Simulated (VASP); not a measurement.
As: single point with PBE

Crystal: As.

```
As
1.0
     2.72908    0.00000    0.00000
     0.00000    2.72908    0.00000
     0.00000    0.00000    2.72908
As
1
Direct
  0.00000 0.00000 0.00000
```

```json
{
 "Program": "VASP 6.6.1",
 "Task": "single point",
 "Functional": "PBE",
 "Potentials or basis": "VASP PAW PBE potentials, release 64 (As)",
 "Cutoff": "520 eV",
 "k mesh": "15 × 15 × 15",
 "Occupations": "fermi-dirac, width 0.05 eV",
 "Spin": "no spin polarisation"
}
```

```json
{
  "Pressure": "0.2 GPa"
}
```

Levels at points of the mesh, in eV from the Fermi level:
```
           k point  band 1  band 2  band 3  band 4  band 5
(0.00, 0.00, 0.00)  -14.76    4.01    4.01    4.01    8.44
```

Run time: 11 s on 1 thread of AMD EPYC 9R45 (Zen 5), on a shared host, peak memory 0.1 GiB.
